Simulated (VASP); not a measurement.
# Ge (P6_3/mmc) in VASP: further runs

Ge is run at these levels: PBE; tasks: single point.

Everything below comes from runs of VASP 6.6.1. Logs are shortened: lines on timing, memory, paths and dates and some standing lists are left out, and cuts for length are marked.

**1. The cell of the first run**

The structure is hexagonal, space group P6_3/mmc (No. 194). Conventional cell: a = 3.963 Å, b = 3.963 Å, c = 14.039 Å, α = 90.00°, β = 90.00°, γ = 120.00°. Within 3.3 Å of Ge (site symmetry 3m) lie 4 Ge at 2.47 to 2.54 Å. Within 3.3 Å of Ge (site symmetry 3m) lie 4 Ge at 2.47 to 2.64 Å.

This isn't the form of Ge at room conditions, which is diamond.

**2. Single point, PBE**

File INCAR:

```
PREC = Accurate
ENCUT = 520
EDIFF = 1E-6
ISMEAR = 0
SIGMA = 0.15
LREAL = False
LASPH = True
NELM = 60
ALGO = Normal
ISIF = 2
LWAVE = False
LCHARG = False
GGA = PE
NBANDS = 66
```

File KPOINTS:

```
regular mesh
0
Gamma
  15 15 4
```

File POSCAR:

```
Ge
1.0
    3.9628845326      0.0000000000      0.0000000000
   -1.9814422663      3.4319586775      0.0000000000
    0.0000000000      0.0000000000     14.0385184568
Ge
8
Direct
    0.0000000000      0.0000000000      0.4095866298
    0.0000000000      0.0000000000      0.5904133702
    0.0000000000      0.0000000000      0.9095866298
    0.0000000000      0.0000000000      0.0904133702
    0.3333333333      0.6666666667      0.3442031336
    0.6666666667      0.3333333333      0.6557968664
    0.6666666667      0.3333333333      0.8442031336
    0.3333333333      0.6666666667      0.1557968664
```

Potentials or basis: VASP PAW PBE potentials, release 64 (Ge_d).

Started as:

```bash
$ cat potpaw_PBE.64/Ge_d/POTCAR > POTCAR
$ mpirun -np 1 vasp_std > vasp.out
```

OUTCAR:

```text
PREC = Accurate
   ENCUT = 520
   EDIFF = 1E-6
   ISMEAR = 0
   LREAL = False
   LASPH = True
   NELM = 60
   ISIF = 2
   GGA = PE

 ion  position               nearest neighbor table
   1  0.000  0.000  0.410-   5 2.47   5 2.47   5 2.47   2 2.54
   2  0.000  0.000  0.590-   6 2.47   6 2.47   6 2.47   1 2.54
   3  0.000  0.000  0.910-   7 2.47   7 2.47   7 2.47   4 2.54
   4  0.000  0.000  0.090-   8 2.47   8 2.47   8 2.47   3 2.54
   5  0.333  0.667  0.344-   1 2.47   1 2.47   1 2.47   8 2.64
   6  0.667  0.333  0.656-   2 2.47   2 2.47   2 2.47   7 2.64
   7  0.667  0.333  0.844-   3 2.47   3 2.47   3 2.47   6 2.64
   8  0.333  0.667  0.156-   4 2.47   4 2.47   4 2.47   5 2.64

  LATTYP: Found a hexagonal cell.
 ALAT       =     3.9628845326
 C/A-ratio  =     3.5425000000

  Lattice vectors:

 A1 = (   3.9628845326,   0.0000000000,   0.0000000000)
 A2 = (  -1.9814422663,   3.4319586775,   0.0000000000)
 A3 = (   0.0000000000,   0.0000000000,  14.0385184568)

Analysis of symmetry for initial positions (statically):
=====================================================================
 Subroutine PRICEL returns:
 Original cell was already a primitive cell.

 Routine SETGRP: Setting up the symmetry group for a
 hexagonal supercell.

 Subroutine GETGRP returns: Found 24 space group operations
 (whereof 12 operations were pure point group operations)
 out of a pool of 24 trial point group operations.

The static configuration has the point symmetry D_3d.
 The point group associated with its full space group is D_6h.

Analysis of symmetry for dynamics (positions and initial velocities):
=====================================================================
 Subroutine PRICEL returns:
 Original cell was already a primitive cell.

 Routine SETGRP: Setting up the symmetry group for a
 hexagonal supercell.

 Subroutine GETGRP returns: Found 24 space group operations
 (whereof 12 operations were pure point group operations)
 out of a pool of 24 trial point group operations.

The dynamic configuration has the point symmetry D_3d.
 The point group associated with its full space group is D_6h.

 Subroutine INISYM returns: Found 24 space group operations
 (whereof 12 operations are pure point group operations),
 and found     1 'primitive' translations

----------------------------------------------------------------------------------------

                                     Primitive cell

  volume of cell :     190.9303

  direct lattice vectors                    reciprocal lattice vectors
     3.962884533  0.000000000  0.000000000     0.252341443  0.145689400  0.000000000
    -1.981442266  3.431958677  0.000000000     0.000000000  0.291378800  0.000000000
     0.000000000  0.000000000 14.038518457     0.000000000  0.000000000  0.071232588

  length of vectors
     3.962884533  3.962884533 14.038518457     0.291378800  0.291378800  0.071232588

  position of ions in fractional coordinates (direct lattice)
     0.000000000  0.000000000  0.409586630
     0.000000000  0.000000000  0.590413370
     0.000000000  0.000000000  0.909586630
     0.000000000  0.000000000  0.090413370
     0.333333333  0.666666667  0.344203134
     0.666666667  0.333333333  0.655796866
     0.666666667  0.333333333  0.844203134
     0.333333333  0.666666667  0.155796866

  ion indices of the primitive-cell ions
   primitive index   ion index
                 1           1
                 2           2
                 3           3
                 4           4
                 5           5
                 6           6
                 7           7
                 8           8

----------------------------------------------------------------------------------------

 KPOINTS: regular mesh

Automatic generation of k-mesh.
 Grid dimensions read from file:
 generate k-points for:   15   15    4

 Generating k-lattice:

  Cartesian coordinates                     Fractional coordinates (reciprocal lattice)
     0.016822763  0.009712627  0.000000000     0.066666667  0.000000000  0.000000000
     0.000000000  0.019425253  0.000000000     0.000000000  0.066666667  0.000000000
     0.000000000  0.000000000  0.017808147     0.000000000  0.000000000  0.250000000

  Length of vectors
     0.019425253  0.019425253  0.017808147

  Shift w.r.t. Gamma in fractional coordinates (k-lattice)
     0.000000000  0.000000000  0.000000000

 Subroutine IBZKPT returns following result:
 ===========================================

 Found     81 irreducible k-points:

 Following reciprocal coordinates:
            Coordinates               Weight
  0.000000  0.000000  0.000000      1.000000
  0.066667 -0.000000  0.000000      6.000000
  0.133333 -0.000000  0.000000      6.000000
  0.200000  0.000000  0.000000      6.000000
  0.266667 -0.000000  0.000000      6.000000
  0.333333  0.000000  0.000000      6.000000
[... 16 lines left out ...]
  0.333333  0.200000  0.000000     12.000000
  0.400000  0.200000  0.000000      6.000000
 [... further k-points ...]
   k-points           NKPTS =     81   k-points in BZ     NKDIM =     81   number of bands    NBANDS=     66
   number of dos      NEDOS =    301   number of ions     NIONS =      8
   total plane-waves  NPLWV =  97200
   dimension x,y,z NGX =    30 NGY =   30 NGZ =  108
   dimension x,y,z NGXF=    60 NGYF=   60 NGZF=  216
   ions per type =               8
   NGX,Y,Z   is equivalent  to a cutoff of  12.59, 12.59, 12.79 a.u.
   NGXF,Y,Z  is equivalent  to a cutoff of  25.17, 25.17, 25.58 a.u.
 SYSTEM =  unknown system
   PREC   = accura    normal or accurate (medium, high low for compatibility)
   ISTART =      0    job   : 0-new  1-cont  2-samecut
   ICHARG =      2    charge: 1-file 2-atom 10-const
   ISPIN  =      1    spin polarized calculation?
   LNONCOLLINEAR =      F non collinear calculations
   LSORBIT =      F    spin-orbit coupling
   LASPH  =      T    aspherical Exc in radial PAW
   ENCUT  =  520.0 eV  38.22 Ry    6.18 a.u.   7.37  7.37 26.10*2*pi/ulx,y,z
   NELM   =     60;   NELMIN=  2; NELMDL= -5     # of ELM steps
   EDIFF  = 0.1E-05   stopping-criterion for ELM
   LREAL  =      F    real-space projection
   EDIFFG = 0.1E-04   stopping-criterion for IOM
   NSW    =      0    number of steps for IOM
   IBRION =     -1    ionic relax: 0-MD 1-quasi-New 2-CG
   NFREE  =      0    steps in history (QN), initial steepest desc. (CG)
   ISIF   =      2    stress and relaxation
   ISYM   =      2    0-nonsym 1-usesym 2-fastsym
   POTIM  = 0.5000    time-step for ionic-motion
   TEBEG  =    0.0;   TEEND  =   0.0 temperature during run
   PSTRESS=    0.0 pullay stress
   NELECT =     112.0000    total number of electrons
   NUPDOWN=      -1.0000    fix difference up-down
   EMIN   =  10.00;   EMAX   =-10.00  energy-range for DOS
   EFERMI =   0.00;   METHOD = LEGACY
   ISMEAR =     0;   SIGMA  =   0.15  broadening in eV -4-tet -1-fermi 0-gaus
   EFERMI_NEDOS =   21; number of points for ismear=-14 and -15
   IALGO  =     38    algorithm
   IMIX   =      4    mixing-type and parameters
     AMIX     =   0.40;   BMIX     =  1.00
     AMIX_MAG =   1.60;   BMIX_MAG =  1.00
  volume/ion in A,a.u.               =      23.87       161.06
  Fermi-wavevector in a.u.,A,eV,Ry     =   1.370427  2.589732 25.552698  1.878070
  Thomas-Fermi vector in A             =   2.496214
   LORBIT       =      0    0 simple, 1 ext, 2 COOP (PROOUT), +10 PAW based schemes
   GGA     = PE    functional components
   LHFCALC =     F    Hartree Fock is set to
   AEXX    =    0.0000 exact exchange contribution
   IVDW    =     0    specifies the selected vdW correction
   LEPSILON=     F    determine dielectric tensor
   LRPA    =     F    only Hartree local field effects (RPA)
 non-spin polarized calculation
 Gauss-broadening in eV      SIGMA  =   0.15
  energy-cutoff  :      520.00
  volume of cell :      190.93
 maximum number of plane-waves:      5200
 NGX is ok and might be reduce to    30

 number of electron     112.0000027 magnetization

 Free energy of the ion-electron system (eV)
  ---------------------------------------------------
  ext. energy  EPLUGINS =         0.00000000
  ---------------------------------------------------
  free energy    TOTEN  =       -35.79400606 eV

  energy without entropy =      -35.78857567  energy(sigma->0) =      -35.79129086

 E-fermi :   4.5526     XC(G=0):  -9.6822

 val. band max:        4.5301751736   @ k =   0.0667  -0.0000   0.2500
 cond. band min:       4.5730549853   @ k =   0.4000  -0.0000   0.0000
 fundamental gap:      0.0428798117
 Fermi energy:         4.5525818242

 k-point     1 :       0.0000    0.0000    0.0000
  band No.  band energies     occupation
      1     -20.3085      2.00000
      2     -20.3085      2.00000
      3     -20.2996      2.00000
      4     -20.2996      2.00000
      5     -20.2983      2.00000
      6     -20.2983      2.00000
[... 58 lines left out ...]
     65       8.0241      0.00000
     66       8.2857      0.00000

 k-point     2 :       0.0667   -0.0000    0.0000
  band No.  band energies     occupation
      1     -20.3099      2.00000
      2     -20.3090      2.00000
      3     -20.3001      2.00000
      4     -20.3001      2.00000
      5     -20.2988      2.00000
      6     -20.2980      2.00000
[... 58 lines left out ...]
     65       8.0645      0.00000
     66       8.2197      0.00000

 k-point     3 :       0.1333   -0.0000    0.0000
  band No.  band energies     occupation
      1     -20.3125      2.00000
      2     -20.3100      2.00000
      3     -20.3013      2.00000
      4     -20.3009      2.00000
      5     -20.3001      2.00000
      6     -20.2969      2.00000
[... 1438 lines left out ...]
     65       8.7162      0.00000
     66       9.5685      0.00000

 k-point    24 :       0.4000    0.2000    0.0000
  band No.  band energies     occupation
      1     -20.3181      2.00000
      2     -20.3145      2.00000
      3     -20.3113      2.00000
      4     -20.3073      2.00000
      5     -20.3028      2.00000
      6     -20.2914      2.00000
[... 58 lines left out ...]
     65       8.6563      0.00000
     66       9.6794      0.00000

 [... further k-points ...]

------------------------ aborting loop because EDIFF is reached ----------------------------------------

  FORCE on cell =-STRESS in cart. coord.  units (eV):
  Direction    XX          YY          ZZ          XY          YZ          ZX
  --------------------------------------------------------------------------------------
  -------------------------------------------------------------------------------------
  Total        4.1274124      4.1274124     -6.8840364      0.0000000     -0.0000000      0.0000000
  in kB       34.6348813     34.6348813    -57.7668914      0.0000000     -0.0000000      0.0000000
  external PRESSURE =       3.8342904 kB  Pullay stress =       0.0000000 kB

 VOLUME and BASIS-vectors are now :
 -----------------------------------------------------------------------------
  energy-cutoff  :      520.00
  volume of cell :      190.93
      direct lattice vectors                 reciprocal lattice vectors
     3.962884533  0.000000000  0.000000000     0.252341443  0.145689400  0.000000000
    -1.981442266  3.431958677  0.000000000     0.000000000  0.291378800  0.000000000
     0.000000000  0.000000000 14.038518457     0.000000000  0.000000000  0.071232588

 POSITION                                       TOTAL-FORCE (eV/Angst)
 -----------------------------------------------------------------------------------
      0.00000      0.00000      5.74999        -0.000000      0.000000     -0.014498
      0.00000      0.00000      8.28853        -0.000000     -0.000000      0.014498
      0.00000      0.00000     12.76925         0.000000      0.000000     -0.014498
      0.00000      0.00000      1.26927        -0.000000     -0.000000      0.014498
     -0.00000      2.28797      4.83210         0.000000     -0.000000     -0.315290
      1.98144      1.14399      9.20642        -0.000000      0.000000      0.315290
      1.98144      1.14399     11.85136        -0.000000      0.000000     -0.315290
     -0.00000      2.28797      2.18716         0.000000     -0.000000      0.315290
 -----------------------------------------------------------------------------------
    total drift:                               -0.000000      0.000000      0.000000

  FREE ENERGIE OF THE ION-ELECTRON SYSTEM (eV)
  ---------------------------------------------------
  free  energy   TOTEN  =       -35.7940060604 eV

  energy  without entropy=      -35.7885756664  energy(sigma->0) =      -35.79129086
```

Run time: 9.5 min. Hardware: 1 thread of Intel Xeon 6975P-C (Granite Rapids), shared host; peak memory 0.75 GiB.

What came out:

| Item | Value |
| --- | --- |
| Free energy | -35.7940 eV |
| Pressure | 0.4 GPa |
| Largest force | 0.315 eV/Å |
| Band gap on the k mesh | zero (bands 56 and 57 overlap by 0.34 eV) |

Forces on the atoms (eV/Å):
```
Ge   0.000  0.000 -0.014
Ge   0.000  0.000  0.014
Ge   0.000  0.000 -0.014
Ge   0.000  0.000  0.014
Ge   0.000  0.000 -0.315
Ge   0.000  0.000  0.315
Ge   0.000  0.000 -0.315
Ge   0.000  0.000  0.315
```

Caveat: the stress differs along the axes, from -6 to 3 GPa; semilocal functionals underestimate gaps, and a narrow one can read as zero.

**3. Single point, PBE**

This run uses another cell than the first one, of the same volume but with other edges.

File INCAR:

```
SYSTEM = Ge
PREC = Accurate
ENCUT = 520
EDIFF = 1E-7
ISMEAR = 0
SIGMA = 0.15
LREAL = .FALSE.
LASPH = .TRUE.
NELM = 80
ALGO = Normal
ISIF = 2
LWAVE = .FALSE.
LCHARG = .TRUE.
GGA = PE
LELF = .TRUE.
LVHAR = .TRUE.
NBANDS = 66
```

File KPOINTS:

```
regular mesh
0
G
  15 15 4
  0 0 0
```

File POSCAR:

```
Ge
1.0
    4.0130515014      0.0000000000      0.0000000000
   -2.0065257507      3.4754045469      0.0000000000
    0.0000000000      0.0000000000     13.6897225868
Ge
8
Direct
    0.0000000000      0.0000000000      0.4180222316
    0.0000000000      0.0000000000      0.5819777684
    0.0000000000      0.0000000000      0.9180222316
    0.0000000000      0.0000000000      0.0819777684
    0.3333333333      0.6666666667      0.3442031336
    0.6666666667      0.3333333333      0.6557968664
    0.6666666667      0.3333333333      0.8442031336
    0.3333333333      0.6666666667      0.1557968664
```

Potentials or basis: VASP PAW PBE potentials, release 64 (Ge_d).

Started as:

```bash
$ cat potpaw_PBE.64/Ge_d/POTCAR > POTCAR
$ mpirun -np 1 vasp_std > vasp.out
```

OUTCAR:

```text
SYSTEM = Ge
   PREC = Accurate
   ENCUT = 520
   EDIFF = 1E-7
   ISMEAR = 0
   LREAL = .FALSE.
   LASPH = .TRUE.
   NELM = 80
   ISIF = 2
   GGA = PE

 ion  position               nearest neighbor table
   1  0.000  0.000  0.418-   2 2.24   5 2.53   5 2.53   5 2.53
   2  0.000  0.000  0.582-   1 2.24   6 2.53   6 2.53   6 2.53
   3  0.000  0.000  0.918-   4 2.24   7 2.53   7 2.53   7 2.53
   4  0.000  0.000  0.082-   3 2.24   8 2.53   8 2.53   8 2.53
   5  0.333  0.667  0.344-   1 2.53   1 2.53   1 2.53   8 2.58
   6  0.667  0.333  0.656-   2 2.53   2 2.53   2 2.53   7 2.58
   7  0.667  0.333  0.844-   3 2.53   3 2.53   3 2.53   6 2.58
[... 1872 lines left out ...]
  Total       -0.1282965     -0.1282965      4.3707949      0.0000000      0.0000000      0.0000000
  in kB       -1.0765906     -1.0765906     36.6772073      0.0000000      0.0000000      0.0000000
  external PRESSURE =      11.5080087 kB  Pullay stress =       0.0000000 kB

 VOLUME and BASIS-vectors are now :
 -----------------------------------------------------------------------------
  energy-cutoff  :      520.00
  volume of cell :      190.93
      direct lattice vectors                 reciprocal lattice vectors
     4.013051501  0.000000000  0.000000000     0.249186934  0.143868143  0.000000000
    -2.006525751  3.475404547  0.000000000     0.000000000  0.287736287  0.000000000
     0.000000000  0.000000000 13.689722587     0.000000000  0.000000000  0.073047499

 POSITION                                       TOTAL-FORCE (eV/Angst)
 -----------------------------------------------------------------------------------
      0.00000      0.00000      5.72261         0.000000     -0.000000     -3.065821
      0.00000      0.00000      7.96711        -0.000000      0.000000      3.065821
      0.00000      0.00000     12.56747         0.000000      0.000000     -3.065821
      0.00000      0.00000      1.12225         0.000000     -0.000000      3.065821
     -0.00000      2.31694      4.71205         0.000000      0.000000      0.318928
      2.00653      1.15847      8.97768        -0.000000     -0.000000     -0.318928
      2.00653      1.15847     11.55691        -0.000000      0.000000      0.318928
     -0.00000      2.31694      2.13282         0.000000     -0.000000     -0.318928
 -----------------------------------------------------------------------------------
    total drift:                               -0.000000      0.000000      0.000000

  FREE ENERGIE OF THE ION-ELECTRON SYSTEM (eV)
  ---------------------------------------------------
  free  energy   TOTEN  =       -35.2830691926 eV

  energy  without entropy=      -35.2732098769  energy(sigma->0) =      -35.27813953
```

OSZICAR:

```text
N       E                     dE             d eps       ncg     rms          rms(c)
DAV:   1     0.139086015163E+04    0.13909E+04   -0.51535E+04 12374   0.461E+03
DAV:   2     0.243927363546E+03   -0.11469E+04   -0.11159E+04 10692   0.112E+03
DAV:   3    -0.970809277434E+01   -0.25364E+03   -0.24308E+03 11080   0.269E+02
DAV:   4    -0.346423259383E+02   -0.24934E+02   -0.24259E+02 12284   0.914E+01
DAV:   5    -0.355856482392E+02   -0.94332E+00   -0.93528E+00 12008   0.192E+01    0.613E+00
DAV:   6    -0.353755076474E+02    0.21014E+00   -0.36300E-01 17782   0.905E+00    0.355E+00
DAV:   7    -0.352729989383E+02    0.10251E+00   -0.29509E-01 11902   0.465E+00    0.377E-01
DAV:   8    -0.352801846754E+02   -0.71857E-02   -0.65252E-02 12030   0.865E+00    0.234E-01
DAV:   9    -0.352817314118E+02   -0.15467E-02   -0.81050E-03 15744   0.231E+00    0.118E-01
DAV:  10    -0.352827837765E+02   -0.10524E-02   -0.30898E-03 14088   0.111E+00    0.345E-02
DAV:  11    -0.352830053850E+02   -0.22161E-03   -0.24741E-03 12312   0.140E+00    0.160E-02
DAV:  12    -0.352830404754E+02   -0.35090E-04   -0.37351E-04 12436   0.402E-01    0.804E-03
DAV:  13    -0.352830667656E+02   -0.26290E-04   -0.18096E-04 11340   0.205E-01    0.585E-03
DAV:  14    -0.352830678207E+02   -0.10552E-05   -0.30480E-05 13488   0.225E-01    0.143E-03
DAV:  15    -0.352830692283E+02   -0.14076E-05   -0.12737E-05 12456   0.271E-02    0.826E-04
DAV:  16    -0.352830691926E+02    0.35736E-07   -0.36318E-07  9488   0.827E-03
   1 F= -.35283069E+02 E0= -.35278140E+02  d E =-.985932E-02
```

Run time: 16 min. Hardware: 1 thread of AMD EPYC 7R13 (Zen 3), shared host; peak memory 0.72 GiB.

Results:

```yaml
Free_energy: -35.2831 eV
Pressure: 1.2 GPa
Largest_force: 3.066 eV/Å
Band_gap_on_the_k_mesh: zero (bands 56 and 57 overlap by 0.88 eV)
```

Forces on the atoms (eV/Å):
```
Ge   0.000  0.000 -3.066
Ge   0.000  0.000  3.066
Ge   0.000  0.000 -3.066
Ge   0.000  0.000  3.066
Ge   0.000  0.000  0.319
Ge   0.000  0.000 -0.319
Ge   0.000  0.000  0.319
Ge   0.000  0.000 -0.319
```

Stress tensor (GPa, compression positive):
```
-0.11  0.00  0.00
 0.00 -0.11  0.00
 0.00  0.00  3.67
```

Caveat: forces of over 1 eV/Å act on the atoms, so gaps and moduli don't describe the material at rest.

The gap in the log of VASP goes by the Fermi energy; the results here count the filled bands.